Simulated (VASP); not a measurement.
BN:

```
B N
1.0
     1.90502    0.00000    0.00000
     0.00000    1.90502    0.00000
     0.00000    0.00000    1.90502
B N
1 1
Direct
  0.00000 0.00000 0.00000
  0.50000 0.50000 0.50000
```

| Quantity | Value |
| --- | --- |
| Program | VASP 6.6.1 |
| Task | relaxation of cell and atoms |
| Functional | PBE |
| Potentials or basis | VASP PAW PBE potentials, release 64 (B, N) |
| Cutoff | 600 eV |
| k mesh | 12 × 12 × 12 |
| Occupations | fermi-dirac, width 0.02 eV |
| Spin | no spin polarisation |

At the start: pressure 465.0 GPa; volume 3.46 Å³/atom.

**Question.** Where does the relaxation end?

**Answer.** Over 21 steps the energy falls by 2480.9 meV/atom and the volume is 6.14 Å³/atom (+77.6 %); space group Pm-3m (No. 221, to 0.05 Å).

Step by step:
| step | energy change (eV) | largest force (eV/Å) | pressure (GPa) | volume (Å³) |
| --- | --- | --- | --- | --- |
| 1 | 0.0000 | 0.0000 | 464.99 | 6.91 |
| 2 | -1.9675 | 0.0000 | -62.36 | 22.59 |
| 3 | -4.9425 | 0.0000 | -10.94 | 12.84 |
| 4 | -4.9575 | 0.0000 | -5.18 | 12.54 |
| 5 | -4.9618 | 0.0000 | -0.22 | 12.29 |
| 6 | -4.9609 | 0.0000 | 2.57 | 12.16 |
| 7 | -4.9609 | 0.0000 | 2.54 | 12.17 |
| 8 | -4.9609 | 0.0000 | 2.44 | 12.17 |
| 9 | -4.9609 | 0.0000 | 2.43 | 12.17 |
| 10 | -4.9610 | 0.0000 | 2.43 | 12.17 |
| 11 | -4.9610 | 0.0000 | 2.42 | 12.17 |
| 12 | -4.9610 | 0.0000 | 2.41 | 12.17 |
| 13 | -4.9610 | 0.0000 | 2.39 | 12.17 |
| 14 | -4.9610 | 0.0000 | 2.38 | 12.17 |
| 15 | -4.9610 | 0.0000 | 2.33 | 12.17 |
| 16 | -4.9611 | 0.0000 | 2.23 | 12.18 |
| 17 | -4.9612 | 0.0000 | 2.01 | 12.19 |
| 18 | -4.9614 | 0.0000 | 1.58 | 12.21 |
| 19 | -4.9617 | 0.0000 | 0.75 | 12.24 |
| 20 | -4.9617 | 0.0000 | -0.84 | 12.32 |
| 21 | -4.9618 | 0.0000 | 0.00 | 12.28 |

Final structure:
```
CELL_PARAMETERS angstrom
2.30711 0.00000 0.00000
0.00000 2.30711 0.00000
0.00000 0.00000 2.30711
ATOMIC_POSITIONS crystal
B 0.00000 0.00000 0.00000
N 0.50000 0.50000 0.50000
```

Caveat: the volume moved by over 15 % at a fixed basis, so the end points are rough.
